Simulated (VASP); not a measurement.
# Ta7Mo9 in VASP: further runs

Runs on Ta7Mo9. Level: PBE. Tasks: single point.

All numbers are computed with VASP 6.6.1; they aren't measurements. Logs are shortened: lines on timing, memory, paths and dates and some standing lists are left out, and cuts for length are marked.

## 1. The cell of the first run

The cell holds an amorphous packing of atoms, 16 atoms: a = 6.439 Å, b = 6.551 Å, c = 6.304 Å, α = 85.87°, β = 93.33°, γ = 88.73°.

## 2. Single point, PBE

The input, INCAR:

```
SYSTEM = Ta7Mo9
ALGO = Normal
EDIFF = 1E-6
ENCUT = 520
GGA = PE
ISIF = 2
ISMEAR = -1
ISYM = 0
LASPH = .TRUE.
LCHARG = .TRUE.
LELF = .TRUE.
LREAL = Auto
LVHAR = .TRUE.
LWAVE = .FALSE.
NBANDS = 116
NELM = 80
PREC = Accurate
SIGMA = 0.2758
```

The input, KPOINTS:

```
Automatic mesh
0
Gamma
  1 1 1
  0.25 0.25 0.25
```

The input, POSCAR:

```
Ta7Mo9
1.0
    6.4357620000      0.0753480000     -0.1865720000
    0.0753480000      6.5467160000      0.2328530000
   -0.1865720000      0.2328530000      6.2967750000
Mo Ta
9 7
Direct
    0.4605734184      0.7846211354      0.6559373201
    0.7463482457      0.5541817131      0.9387805361
    0.4848391918      0.7443735978      0.2122703753
    0.5073204005      0.2833912574      0.1672829786
    0.0252581456      0.7350400157      0.2538495007
    0.3124755360      1.0243643121      0.9927265755
    0.0198436500      0.2874293677      0.2000420023
    0.1725862503      0.5470357886      0.9415297255
    0.2592592275      0.0343555125      0.3759047653
    1.0317075856      0.2412261646      0.7224416485
   -0.0024346947      0.8325531685      0.6631922295
    0.5403255216      0.2307885001      0.7150639524
    0.2665226689      0.5288873947      0.5009919603
    0.7583175800      0.4955921558      0.4288336025
    0.7353036871      0.0364302667      0.4126153757
    0.8084618923      0.9542141470      0.9850162544
```

Potentials or basis: VASP PAW PBE potentials, release 64 (Mo_sv, Ta_pv).

Launch:

```sh
$ cat potpaw_PBE.64/Mo_sv/POTCAR potpaw_PBE.64/Ta_pv/POTCAR > POTCAR
$ mpirun -np 1 vasp_std > vasp.out
```

OUTCAR:

```text
SYSTEM = Ta7Mo9
   EDIFF = 1E-6
   ENCUT = 520
   GGA = PE
   ISIF = 2
   ISMEAR = -1
   ISYM = 0
   LASPH = .TRUE.
   LREAL = Auto
   NELM = 80
   PREC = Accurate

 ion  position               nearest neighbor table
   1  0.461  0.785  0.656-  13 2.35   9 2.59   2 2.82   3 2.84  15 2.88   6 2.92  11 2.99  12 3.02
                             8 3.04  14 3.14  16 3.23  11 3.48
   2  0.746  0.554  0.939-  16 2.69   8 2.74   4 2.76   3 2.81   1 2.82   7 2.82  12 2.93   5 2.93
                            11 2.99  14 3.08  10 3.16  14 3.27
   3  0.485  0.744  0.212-   6 2.42  14 2.63   9 2.67  13 2.70   2 2.81   1 2.84  15 2.85  16 2.91
                             8 2.94   5 2.99   4 3.05   5 3.47
   4  0.507  0.283  0.167-   6 2.42  15 2.54   9 2.64  14 2.72   2 2.76  12 2.92   8 2.96   3 3.05
                             7 3.16  16 3.19  13 3.19   7 3.30  12 3.44
   5  0.025  0.735  0.254-  13 2.45  16 2.48  14 2.59   8 2.61   9 2.63  11 2.72   2 2.93  15 2.95
                             7 2.98   3 2.99   6 3.13   3 3.47
   6  0.312  0.024  0.993-   4 2.42   3 2.42   9 2.46  12 2.66  10 2.71   1 2.92   7 2.95   5 3.13
                            11 3.16  16 3.22  16 3.29   8 3.31
   7  0.020  0.287  0.200-   9 2.40   8 2.53  14 2.69  15 2.82   2 2.82   6 2.95  16 2.97  13 2.97
                             5 2.98  10 3.05   4 3.16  10 3.28   4 3.30
   8  0.173  0.547  0.942-   7 2.53   5 2.61  11 2.66  10 2.66   2 2.74  13 2.89   3 2.94   4 2.96
                             1 3.04   6 3.31  13 3.54  12 3.54  16 3.55
   9  0.259  0.034  0.376-   7 2.40   6 2.46   1 2.59   5 2.63   4 2.64   3 2.67  11 2.82  15 3.06
                            10 3.08  12 3.09  13 3.35  13 3.39  15 3.39
  10  0.032  0.241  0.722-   8 2.66   6 2.71  11 2.74  13 2.79  16 2.88  14 2.89  15 3.05   7 3.05
                             9 3.08   2 3.16  12 3.16  12 3.28   7 3.28
  11  0.998  0.833  0.663-  15 2.53  16 2.59   8 2.66   5 2.72  10 2.74   9 2.82  13 2.89   2 2.99
                             1 2.99  14 3.13   6 3.16   1 3.48
  12  0.540  0.231  0.715-   6 2.66  15 2.72  13 2.82  14 2.86  16 2.87   4 2.92   2 2.93   1 3.02
                             9 3.09  10 3.16  10 3.28   4 3.44   8 3.54
  13  0.267  0.529  0.501-   1 2.35   5 2.45   3 2.70  10 2.79  12 2.82   8 2.89  11 2.89   7 2.97
                             4 3.19  14 3.23  14 3.29   9 3.35   9 3.39   8 3.54
  14  0.758  0.496  0.429-   5 2.59   3 2.63   7 2.69   4 2.72  12 2.86  10 2.89  15 3.02   2 3.08
                            11 3.13   1 3.14  13 3.23   2 3.27  13 3.29  15 3.54
  15  0.735  0.036  0.413-  11 2.53   4 2.54  12 2.72   7 2.82   3 2.85  16 2.85   1 2.88   5 2.95
                            14 3.02  10 3.05   9 3.06   9 3.39  14 3.54
  16  0.808  0.954  0.985-   5 2.48  11 2.59   2 2.69  15 2.85  12 2.87  10 2.88   3 2.91   7 2.97
                             4 3.19   6 3.22   1 3.23   6 3.29   8 3.55

IMPORTANT INFORMATION: All symmetrisations will be switched off!
NOSYMM: (Re-)initialisation of all symmetry stuff for point group C_1.

----------------------------------------------------------------------------------------

                                     Primitive cell

  volume of cell :     264.6836

  direct lattice vectors                    reciprocal lattice vectors
     6.435762000  0.075348000 -0.186572000     0.155540365 -0.001956651  0.004680982
     0.075348000  6.546716000  0.232853000    -0.001956651  0.152974127 -0.005714916
    -0.186572000  0.232853000  6.296775000     0.004680982 -0.005714916  0.159161488

  length of vectors
     6.438906658  6.551289051  6.303840499     0.155623087  0.153093345  0.159332831

  position of ions in fractional coordinates (direct lattice)
     0.460573418  0.784621135  0.655937320
     0.746348246  0.554181713  0.938780536
     0.484839192  0.744373598  0.212270375
     0.507320400  0.283391257  0.167282979
     0.025258146  0.735040016  0.253849501
     0.312475536  0.024364312  0.992726576
[... 8 lines left out ...]
     0.735303687  0.036430267  0.412615376
     0.808461892  0.954214147  0.985016254

  ion indices of the primitive-cell ions
   primitive index   ion index
                 1           1
                 2           2
                 3           3
                 4           4
                 5           5
                 6           6
[... 8 lines left out ...]
                15          15
                16          16

----------------------------------------------------------------------------------------

 KPOINTS: Automatic mesh

Automatic generation of k-mesh.
 Grid dimensions read from file:
 generate k-points for:    1    1    1

 Generating k-lattice:

  Cartesian coordinates                     Fractional coordinates (reciprocal lattice)
     0.155540365 -0.001956651  0.004680982     1.000000000 -0.000000000 -0.000000000
    -0.001956651  0.152974127 -0.005714916    -0.000000000  1.000000000  0.000000000
     0.004680982 -0.005714916  0.159161488     0.000000000  0.000000000  1.000000000

  Length of vectors
     0.155623087  0.153093345  0.159332831

  Shift w.r.t. Gamma in fractional coordinates (k-lattice)
     0.250000000  0.250000000  0.250000000

 Subroutine IBZKPT returns following result:
 ===========================================

 Found      1 irreducible k-points:

 Following reciprocal coordinates:
            Coordinates               Weight
  0.250000  0.250000  0.250000      2.000000
   k-points           NKPTS =      1   k-points in BZ     NKDIM =      1   number of bands    NBANDS=    116
   number of dos      NEDOS =    301   number of ions     NIONS =     16
   total plane-waves  NPLWV = 115200
   dimension x,y,z NGX =    48 NGY =   50 NGZ =   48
   dimension x,y,z NGXF=    96 NGYF=  100 NGZF=   96
   ions per type =               9   7
   NGX,Y,Z   is equivalent  to a cutoff of  12.39, 12.69, 12.66 a.u.
   NGXF,Y,Z  is equivalent  to a cutoff of  24.79, 25.38, 25.32 a.u.
 SYSTEM =  Ta7Mo9
   PREC   = accura    normal or accurate (medium, high low for compatibility)
   ISTART =      0    job   : 0-new  1-cont  2-samecut
   ICHARG =      2    charge: 1-file 2-atom 10-const
   ISPIN  =      1    spin polarized calculation?
   LNONCOLLINEAR =      F non collinear calculations
   LSORBIT =      F    spin-orbit coupling
   LASPH  =      T    aspherical Exc in radial PAW
   ENCUT  =  520.0 eV  38.22 Ry    6.18 a.u.  11.97 12.18 11.72*2*pi/ulx,y,z
   NELM   =     80;   NELMIN=  2; NELMDL= -5     # of ELM steps
   EDIFF  = 0.1E-05   stopping-criterion for ELM
   LREAL  =      T    real-space projection
   EDIFFG = 0.1E-04   stopping-criterion for IOM
   NSW    =      0    number of steps for IOM
   IBRION =     -1    ionic relax: 0-MD 1-quasi-New 2-CG
   NFREE  =      0    steps in history (QN), initial steepest desc. (CG)
   ISIF   =      2    stress and relaxation
   ISYM   =      0    0-nonsym 1-usesym 2-fastsym
   POTIM  = 0.5000    time-step for ionic-motion
   TEBEG  =    0.0;   TEEND  =   0.0 temperature during run
   PSTRESS=    0.0 pullay stress
   NELECT =     203.0000    total number of electrons
   NUPDOWN=      -1.0000    fix difference up-down
   EMIN   =  10.00;   EMAX   =-10.00  energy-range for DOS
   EFERMI =   0.00;   METHOD = LEGACY
   ISMEAR =    -1;   SIGMA  =   0.28  broadening in eV -4-tet -1-fermi 0-gaus
   EFERMI_NEDOS =   21; number of points for ismear=-14 and -15
   IALGO  =     38    algorithm
   IMIX   =      4    mixing-type and parameters
     AMIX     =   0.40;   BMIX     =  1.00
     AMIX_MAG =   1.60;   BMIX_MAG =  1.00
  volume/ion in A,a.u.               =      16.54       111.64
  Fermi-wavevector in a.u.,A,eV,Ry     =   1.498527  2.831805 30.553007  2.245583
  Thomas-Fermi vector in A             =   2.610274
   LORBIT       =      0    0 simple, 1 ext, 2 COOP (PROOUT), +10 PAW based schemes
   GGA     = PE    functional components
   LHFCALC =     F    Hartree Fock is set to
   AEXX    =    0.0000 exact exchange contribution
   IVDW    =     0    specifies the selected vdW correction
   LEPSILON=     F    determine dielectric tensor
   LRPA    =     F    only Hartree local field effects (RPA)
 non-spin polarized calculation
  energy-cutoff  :      520.00
  volume of cell :      264.68
 maximum number of plane-waves:      7123
 NGX is ok and might be reduce to    48
   NGX = 23   NGY = 25   NGZ = 23

 number of electron     203.0000002 magnetization

 Free energy of the ion-electron system (eV)
  ---------------------------------------------------
  ext. energy  EPLUGINS =         0.00000000
  ---------------------------------------------------
  free energy    TOTEN  =      -175.07561982 eV

  energy without entropy =     -171.27481564  energy(sigma->0) =     -173.17521773

 E-fermi :   9.3338     XC(G=0): -12.9990

 val. band max:        9.2982614696   @ k =   0.2500   0.2500   0.2500
 cond. band min:       9.3858493400   @ k =   0.2500   0.2500   0.2500
 fundamental gap:      0.0875878704
 Fermi energy:         9.3338416754

 k-point     1 :       0.2500    0.2500    0.2500
  band No.  band energies     occupation
      1     -51.4657      2.00000
      2     -51.3527      2.00000
      3     -51.2768      2.00000
      4     -51.2491      2.00000
      5     -51.2049      2.00000
      6     -51.1787      2.00000
[... 105 lines left out ...]
    112      10.6751      0.01533
    113      10.9920      0.00489
 [bands above 113 left out]

------------------------ aborting loop because EDIFF is reached ----------------------------------------

  FORCE on cell =-STRESS in cart. coord.  units (eV):
  Direction    XX          YY          ZZ          XY          YZ          ZX
  --------------------------------------------------------------------------------------
  -------------------------------------------------------------------------------------
  Total       17.2829540     38.1599729     35.8264410     -0.3719620     -5.3375484      4.9728940
  in kB      104.6168390    230.9892011    216.8639112     -2.2515529    -32.3091438     30.1018244
  external PRESSURE =     184.1566504 kB  Pullay stress =       0.0000000 kB

 VOLUME and BASIS-vectors are now :
 -----------------------------------------------------------------------------
  energy-cutoff  :      520.00
  volume of cell :      264.68
      direct lattice vectors                 reciprocal lattice vectors
     6.435762000  0.075348000 -0.186572000     0.155540365 -0.001956651  0.004680982
     0.075348000  6.546716000  0.232853000    -0.001956651  0.152974127 -0.005714916
    -0.186572000  0.232853000  6.296775000     0.004680982 -0.005714916  0.159161488

 POSITION                                       TOTAL-FORCE (eV/Angst)
 -----------------------------------------------------------------------------------
      2.90088      5.32413      4.22706         3.454208      1.882793      2.919955
      4.66993      3.90290      5.90108        -1.131544     -0.913863     -1.279050
      3.13679      4.95916      1.41949         1.581340     -0.963688     -1.289244
      3.25514      1.93246      1.02468         1.003077      2.473610      0.629240
      0.17058      4.87311      1.76488        -1.268981      1.039103     -0.725339
      1.82764      0.41421      6.19835        -2.082370     -1.448072     -3.265691
[... 8 lines left out ...]
      4.65800      0.38998      2.46944         0.425920     -0.245025     -0.648339
      5.09119      6.53725      6.27378        -2.165139      2.128886     -0.347353
 -----------------------------------------------------------------------------------
    total drift:                               -0.003236     -0.003016     -0.000655

  FREE ENERGIE OF THE ION-ELECTRON SYSTEM (eV)
  ---------------------------------------------------
  free  energy   TOTEN  =      -175.0756198217 eV

  energy  without entropy=     -171.2748156430  energy(sigma->0) =     -173.17521773
```

Wall time 1.9 min (1 thread of Intel Xeon Platinum 8488C (Sapphire Rapids), shared host); peak memory 0.34 GiB.

Results:

| Item | Value |
| --- | --- |
| Free energy | -175.0756 eV |
| Pressure | 18.4 GPa |
| Largest force | 4.899 eV/Å |

Forces in eV/Å, atoms in the order of the input:
```
Mo   3.454  1.883  2.920
Mo  -1.132 -0.914 -1.279
Mo   1.581 -0.964 -1.289
Mo   1.003  2.474  0.629
Mo  -1.269  1.039 -0.725
Mo  -2.082 -1.448 -3.266
Mo  -1.459  0.582 -1.433
Mo   2.657  0.485  0.152
Mo  -0.044  0.589  4.196
Ta  -0.215  0.453 -0.213
Ta   0.636 -2.452  0.249
Ta  -0.615  0.636  0.547
Ta  -0.093 -4.370 -1.894
Ta  -0.684  0.123  2.402
Ta   0.426 -0.245 -0.648
Ta  -2.165  2.129 -0.347
```

Stress tensor (GPa, compression positive):
```
10.46 -0.23  3.01
-0.23 23.10 -3.23
 3.01 -3.23 21.69
```

Caveat: the k points lie up to 1.00 Å⁻¹ apart; spin-orbit coupling is left out, which moves the levels of the heavy elements.

[end of part 1 of 2]
